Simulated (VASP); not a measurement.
A run of VASP 6.6.1 is set up as follows.

INCAR

```
  PREC = Accurate
  ENCUT = 520
  EDIFF = 1E-7
  ISMEAR = 0
  SIGMA = 0.1
  LREAL = False
  LASPH = True
  NELM = 60
  ALGO = Normal
  ISIF = 2
  LWAVE = False
  LCHARG = True
  GGA = PE
  LELF = True
  LVHAR = True
  NBANDS = 21
```

Contents of KPOINTS:

```
Automatic mesh
0
Gamma
  6 6 4
```

The input POSCAR:

```
Si2C
1.0
    4.7379708900      0.0000000000      0.0000000000
   -2.3689854500      4.1032031600      0.0000000000
    0.0000000000      0.0000000000      4.4448845600
Si C
4 2
Direct
    0.0000000000      0.0000000000      0.0000000000
    0.3333333300      0.0000000000      0.5000000000
    0.0000000000      0.3333333300      0.5000000000
    0.6666666700      0.6666666700      0.5000000000
    0.6666666700      0.3333333300      0.0000000000
    0.3333333300      0.6666666700      0.0000000000
```

Potentials or basis: VASP PAW PBE potentials, release 64 (Si, C).

The run is started by

```console
$ cat potpaw_PBE.64/Si/POTCAR potpaw_PBE.64/C/POTCAR > POTCAR
$ mpirun -np 1 vasp_std > vasp.out
```

(1) Predict the largest force.

(2) Predict the band gap on the k mesh.

(3) Estimate the pressure.

Answers

(1) 0.510 eV/Å.

(2) zero (bands 12 and 13 overlap by 3.41 eV).

(3) -16.5 GPa.

Caveat: the cell stands under tension.
